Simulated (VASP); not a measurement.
# Co3Sn2 (P-6m2) in VASP: single point with PBEsol

Aim: the single point of Co3Sn2 with PBEsol.

Everything below comes from runs of VASP 6.6.1. Logs are shortened: lines on timing, memory, paths and dates and some standing lists are left out, and cuts for length are marked.

### 1 The cell of the first run

It takes space group P-6m2 (No. 187, hexagonal). The conventional cell has a = 4.163 Å, b = 4.163 Å, c = 4.993 Å, α = 90.00°, β = 90.00°, γ = 120.00°. Co (site symmetry 3m) has 5 Co at 2.46 to 2.72 Å and 6 Sn at 2.70 to 2.72 Å within 3.2 Å. Within 3.2 Å of Co (site symmetry -6m2) lie 5 Sn at 2.40 to 2.50 Å and 6 Co at 2.72 Å. Sn (site symmetry -6m2) has 8 Co at 2.50 to 2.70 Å within 3.3 Å. Sn (site symmetry -6m2) has 9 Co at 2.40 to 2.72 Å within 3.2 Å.

### 2 Single point, PBEsol, collinear spin, ferromagnetic start

Contents of INCAR:

```
ALGO = Normal ; EDIFF = 1E-6
ENCUT = 600 ; GGA = PS
GGA_COMPAT = False ; ISIF = 2
ISMEAR = 0 ; ISPIN = 2
LASPH = True ; LCHARG = False
LMAXMIX = 4 ; LORBIT = 11
LREAL = False ; LWAVE = False
MAGMOM = 1.28 1.28 0.61 0 0 ; NBANDS = 40
NELM = 200 ; PREC = Accurate
SIGMA = 0.1
```

Contents of KPOINTS:

```
k-points
0
Gamma
  12 12 8
```

Contents of POSCAR:

```
Co3Sn2
1.0
    4.1631419987      0.0000000000      0.0000000000
   -2.0815709994      3.6053867305      0.0000000000
    0.0000000000      0.0000000000      4.9931273390
Co Sn
3 2
Direct
    0.0000000000      0.0000000000      0.7461013601
    0.0000000000      0.0000000000      0.2538986399
    0.6666666667      0.3333333333      0.0000000000
    0.6666666667      0.3333333333      0.5000000000
    0.3333333333      0.6666666667      0.0000000000
```

Potentials or basis: VASP PAW PBE potentials, release 64 (Co, Sn_d).

Command:

```console
> cat potpaw_PBE.64/Co/POTCAR potpaw_PBE.64/Sn_d/POTCAR > POTCAR
> mpirun -np 1 vasp_std > vasp.out
```

OUTCAR:

```text
EDIFF = 1E-6
   ENCUT = 600
   GGA = PS
   ISIF = 2
   ISMEAR = 0
   ISPIN = 2
   LASPH = True
   LORBIT = 11
   LREAL = False
   NELM = 200
   PREC = Accurate

 ion  position               nearest neighbor table
   1  0.000  0.000  0.746-   2 2.46   2 2.54   4 2.70   4 2.70   4 2.70   5 2.72   3 2.72   3 2.72
                             5 2.72   5 2.72   3 2.72
   2  0.000  0.000  0.254-   1 2.46   1 2.54   4 2.70   4 2.70   4 2.70   3 2.72   5 2.72   3 2.72
                             5 2.72   5 2.72   3 2.72
   3  0.667  0.333  0.000-   5 2.40   5 2.40   5 2.40   4 2.50   4 2.50   1 2.72   2 2.72   1 2.72
                             2 2.72   1 2.72   2 2.72
   4  0.667  0.333  0.500-   3 2.50   3 2.50   1 2.70   2 2.70   1 2.70   2 2.70   1 2.70   2 2.70
                             5 3.47   5 3.47   5 3.47   5 3.47   5 3.47   5 3.47
   5  0.333  0.667  0.000-   3 2.40   3 2.40   3 2.40   1 2.72   2 2.72   2 2.72   1 2.72   2 2.72
                             1 2.72   4 3.47   4 3.47   4 3.47   4 3.47   4 3.47   4 3.47

  LATTYP: Found a hexagonal cell.
 ALAT       =     4.1631419987
 C/A-ratio  =     1.1993651287

  Lattice vectors:

 A1 = (   4.1631419987,   0.0000000000,   0.0000000000)
 A2 = (  -2.0815709994,   3.6053867305,   0.0000000000)
 A3 = (   0.0000000000,   0.0000000000,   4.9931273390)

Analysis of symmetry for initial positions (statically):
=====================================================================
 Subroutine PRICEL returns:
 Original cell was already a primitive cell.

 Routine SETGRP: Setting up the symmetry group for a
 hexagonal supercell.

 Subroutine GETGRP returns: Found 12 space group operations
 (whereof 12 operations were pure point group operations)
 out of a pool of 24 trial point group operations.

The static configuration has the point symmetry D_3h.

Analysis of symmetry for dynamics (positions and initial velocities):
=====================================================================
 Subroutine PRICEL returns:
 Original cell was already a primitive cell.

 Routine SETGRP: Setting up the symmetry group for a
 hexagonal supercell.

 Subroutine GETGRP returns: Found 12 space group operations
 (whereof 12 operations were pure point group operations)
 out of a pool of 24 trial point group operations.

The dynamic configuration has the point symmetry D_3h.

Analysis of structural, dynamic, and magnetic symmetry:
=====================================================================
 Subroutine PRICEL returns:
 Original cell was already a primitive cell.

 Routine SETGRP: Setting up the symmetry group for a
 hexagonal supercell.

 Subroutine GETGRP returns: Found 12 space group operations
 (whereof 12 operations were pure point group operations)
 out of a pool of 24 trial point group operations.

The overall configuration has the point symmetry D_3h.

 Subroutine INISYM returns: Found 12 space group operations
 (whereof 12 operations are pure point group operations),
 and found     1 'primitive' translations

----------------------------------------------------------------------------------------

                                     Primitive cell

  volume of cell :      74.9455

  direct lattice vectors                    reciprocal lattice vectors
     4.163141999  0.000000000  0.000000000     0.240203193  0.138681378  0.000000000
    -2.081570999  3.605386730  0.000000000     0.000000000  0.277362756  0.000000000
     0.000000000  0.000000000  4.993127339     0.000000000  0.000000000  0.200275285

  length of vectors
     4.163141999  4.163141999  4.993127339     0.277362756  0.277362756  0.200275285

  position of ions in fractional coordinates (direct lattice)
     0.000000000  0.000000000  0.746101360
     0.000000000  0.000000000  0.253898640
     0.666666667  0.333333333  0.000000000
     0.666666667  0.333333333  0.500000000
     0.333333333  0.666666667  0.000000000

  ion indices of the primitive-cell ions
   primitive index   ion index
                 1           1
                 2           2
                 3           3
                 4           4
                 5           5

[... 30 lines left out ...]
  0.166667  0.000000  0.000000      6.000000
  0.250000  0.000000  0.000000      6.000000
  0.333333  0.000000  0.000000      6.000000
  0.416667  0.000000  0.000000      6.000000
[... 16 lines left out ...]
  0.250000  0.000000  0.125000     12.000000
  0.333333  0.000000  0.125000     12.000000
 [... further k-points ...]
   k-points           NKPTS =     95   k-points in BZ     NKDIM =     95   number of bands    NBANDS=     40
   number of dos      NEDOS =    301   number of ions     NIONS =      5
   total plane-waves  NPLWV =  51840
   dimension x,y,z NGX =    36 NGY =   36 NGZ =   40
   dimension x,y,z NGXF=    72 NGYF=   72 NGZF=   80
   ions per type =               3   2
   NGX,Y,Z   is equivalent  to a cutoff of  14.38, 14.38, 13.32 a.u.
   NGXF,Y,Z  is equivalent  to a cutoff of  28.75, 28.75, 26.64 a.u.
 SYSTEM =  unknown system
   PREC   = accura    normal or accurate (medium, high low for compatibility)
   ISTART =      0    job   : 0-new  1-cont  2-samecut
   ICHARG =      2    charge: 1-file 2-atom 10-const
   ISPIN  =      2    spin polarized calculation?
   LNONCOLLINEAR =      F non collinear calculations
   LSORBIT =      F    spin-orbit coupling
   LASPH  =      T    aspherical Exc in radial PAW
   ENCUT  =  600.0 eV  44.10 Ry    6.64 a.u.   8.31  8.31  9.97*2*pi/ulx,y,z
   NELM   =    200;   NELMIN=  2; NELMDL= -5     # of ELM steps
   EDIFF  = 0.1E-05   stopping-criterion for ELM
   LREAL  =      F    real-space projection
   EDIFFG = 0.1E-04   stopping-criterion for IOM
   NSW    =      0    number of steps for IOM
   IBRION =     -1    ionic relax: 0-MD 1-quasi-New 2-CG
   NFREE  =      0    steps in history (QN), initial steepest desc. (CG)
   ISIF   =      2    stress and relaxation
   ISYM   =      2    0-nonsym 1-usesym 2-fastsym
   POTIM  = 0.5000    time-step for ionic-motion
   TEBEG  =    0.0;   TEEND  =   0.0 temperature during run
   PSTRESS=    0.0 pullay stress
   NELECT =      55.0000    total number of electrons
   NUPDOWN=      -1.0000    fix difference up-down
   EMIN   =  10.00;   EMAX   =-10.00  energy-range for DOS
   EFERMI =   0.00;   METHOD = LEGACY
   ISMEAR =     0;   SIGMA  =   0.10  broadening in eV -4-tet -1-fermi 0-gaus
   EFERMI_NEDOS =   21; number of points for ismear=-14 and -15
   IALGO  =     38    algorithm
   IMIX   =      4    mixing-type and parameters
     AMIX     =   0.40;   BMIX     =  1.00
     AMIX_MAG =   1.60;   BMIX_MAG =  1.00
  volume/ion in A,a.u.               =      14.99       101.15
  Fermi-wavevector in a.u.,A,eV,Ry     =   1.476660  2.790483 29.667837  2.180525
  Thomas-Fermi vector in A             =   2.591159
   LORBIT       =     11    0 simple, 1 ext, 2 COOP (PROOUT), +10 PAW based schemes
   GGA     = PS    functional components
   LHFCALC =     F    Hartree Fock is set to
   AEXX    =    0.0000 exact exchange contribution
   IVDW    =     0    specifies the selected vdW correction
   LEPSILON=     F    determine dielectric tensor
   LRPA    =     F    only Hartree local field effects (RPA)
 spin polarized calculation
 Gauss-broadening in eV      SIGMA  =   0.10
  energy-cutoff  :      600.00
  volume of cell :       74.95
 maximum number of plane-waves:      2542
 NGX is ok and might be reduce to    36
   NGX = 17   NGY = 17   NGZ = 19

 number of electron      54.9999986 magnetization       2.2908739

 Free energy of the ion-electron system (eV)
  ---------------------------------------------------
  ext. energy  EPLUGINS =         0.00000000
  ---------------------------------------------------
  free energy    TOTEN  =       -31.67516842 eV

  energy without entropy =      -31.65028832  energy(sigma->0) =      -31.66272837

 E-fermi :  10.2663     XC(G=0): -12.4476

 val. band max:       10.2534282234   @ k =   0.0833   0.0833   0.3750
 cond. band min:      10.2781372561   @ k =   0.3333   0.1667   0.1250
 fundamental gap:      0.0247090326
 Fermi energy:        10.2663346183

 spin component 1

 k-point     1 :       0.0000    0.0000    0.0000
  band No.  band energies     occupation
      1     -10.8260      1.00000
      2     -10.7785      1.00000
      3     -10.7785      1.00000
      4     -10.7136      1.00000
      5     -10.7136      1.00000
      6     -10.6441      1.00000
[... 997 lines left out ...]
     38      19.2599      0.00000
     39      19.3633      0.00000

 [... further k-points ...]

 spin component 2

 k-point     1 :       0.0000    0.0000    0.0000
  band No.  band energies     occupation
      1     -10.8352      1.00000
      2     -10.7884      1.00000
      3     -10.7884      1.00000
      4     -10.7231      1.00000
      5     -10.7231      1.00000
      6     -10.6536      1.00000
[... 997 lines left out ...]
     38      19.3298      0.00000
     39      19.5017      0.00000

 [... further k-points ...]

 [bands above 39 left out]

------------------------ aborting loop because EDIFF is reached ----------------------------------------

  FORCE on cell =-STRESS in cart. coord.  units (eV):
  Direction    XX          YY          ZZ          XY          YZ          ZX
  --------------------------------------------------------------------------------------
  -------------------------------------------------------------------------------------
  Total       -0.0770736     -0.0770736     -0.0412757      0.0000000     -0.0000000      0.0000000
  in kB       -1.6476717     -1.6476717     -0.8823867      0.0000000     -0.0000000      0.0000000
  external PRESSURE =      -1.3925767 kB  Pullay stress =       0.0000000 kB

 VOLUME and BASIS-vectors are now :
 -----------------------------------------------------------------------------
  energy-cutoff  :      600.00
  volume of cell :       74.95
      direct lattice vectors                 reciprocal lattice vectors
     4.163141999  0.000000000  0.000000000     0.240203193  0.138681378  0.000000000
    -2.081570999  3.605386730  0.000000000     0.000000000  0.277362756  0.000000000
     0.000000000  0.000000000  4.993127339     0.000000000  0.000000000  0.200275285

 POSITION                                       TOTAL-FORCE (eV/Angst)
 -----------------------------------------------------------------------------------
      0.00000      0.00000      3.72538        -0.000000     -0.000000     -0.002849
      0.00000      0.00000      1.26775        -0.000000      0.000000      0.002849
      2.08157      1.20180      0.00000         0.000000      0.000000      0.000000
      2.08157      1.20180      2.49656        -0.000000     -0.000000      0.000000
     -0.00000      2.40359      0.00000        -0.000000      0.000000      0.000000
 -----------------------------------------------------------------------------------
    total drift:                               -0.000001      0.000000      0.000000

  FREE ENERGIE OF THE ION-ELECTRON SYSTEM (eV)
  ---------------------------------------------------
  free  energy   TOTEN  =       -31.6751684229 eV

  energy  without entropy=      -31.6502883232  energy(sigma->0) =      -31.66272837

 total charge

# of ion       s       p       d       tot
------------------------------------------
    1        0.402   0.438   7.365   8.205
    2        0.402   0.438   7.365   8.205
    3        0.442   0.541   7.559   8.542
    4        1.105   1.259  10.074  12.438
    5        1.131   1.338  10.110  12.579
--------------------------------------------------
tot          3.482   4.014  42.472  49.969

 magnetization (x)

# of ion       s       p       d       tot
------------------------------------------
    1        0.004  -0.004   1.003   1.004
    2        0.004  -0.004   1.003   1.004
    3       -0.001  -0.013   0.441   0.427
    4       -0.004  -0.037  -0.009  -0.050
    5       -0.004  -0.038  -0.005  -0.047
--------------------------------------------------
tot         -0.000  -0.096   2.434   2.338
```

Run time: 12 min. Hardware: 1 thread of Intel Xeon Platinum 8259CL at 2.50GHz (Skylake/Cascade Lake), shared host; peak memory 0.61 GiB.

Results:

| Quantity | Value |
| --- | --- |
| Free energy | -31.6752 eV |
| Pressure | -0.1 GPa |
| Net moment | 2.29 μB per cell |
| Site moments | Co +1.00, +0.43 (each value once); Sn -0.05 μB |
| Valence electrons inside the program's atomic spheres | Co 8.21, 8.54 (each value once); Sn 12.44, 12.58 |

Forces on the atoms (eV/Å):
```
Co   0.000  0.000 -0.003
Co   0.000  0.000  0.003
Co   0.000  0.000  0.000
Sn   0.000  0.000  0.000
Sn   0.000  0.000  0.000
```

Stress tensor (GPa, compression positive):
```
-0.16  0.00  0.00
 0.00 -0.16  0.00
 0.00  0.00 -0.09
```

Levels at points of the mesh, in eV from the Fermi level:
Spin up:
```
           k point  band 27  band 28  band 29  band 30  band 31  band 32
(0.00, 0.00, 0.00)    -0.39     0.60     2.27     2.27     3.44     3.71
(0.50, 0.00, 0.00)    -0.90    -0.82    -0.65    -0.15     1.51     2.65
(0.00, 0.00, 0.50)    -0.75     2.13     3.38     3.61     3.61     3.93
(0.50, 0.00, 0.50)    -0.91    -0.64    -0.45     0.71     1.98     2.71
```
Spin down:
```csv
k point,band 24,band 25,band 26,band 27,band 28,band 29,band 30,band 31
"(0.00, 0.00, 0.00)",-0.10,-0.10,0.48,0.48,1.41,2.50,2.50,3.46
"(0.50, 0.00, 0.00)",-0.42,-0.32,-0.28,-0.18,0.23,0.41,0.53,1.97
"(0.00, 0.00, 0.50)",-0.04,-0.04,-0.03,-0.03,2.16,3.47,3.84,3.84
"(0.50, 0.00, 0.50)",-0.76,-0.41,-0.31,-0.14,0.20,0.23,1.40,2.41
```

Caveat: the PAW data sets were made with another functional, which shifts forces and pressure a little; spin-orbit coupling is left out, which moves the levels of the heavy elements.
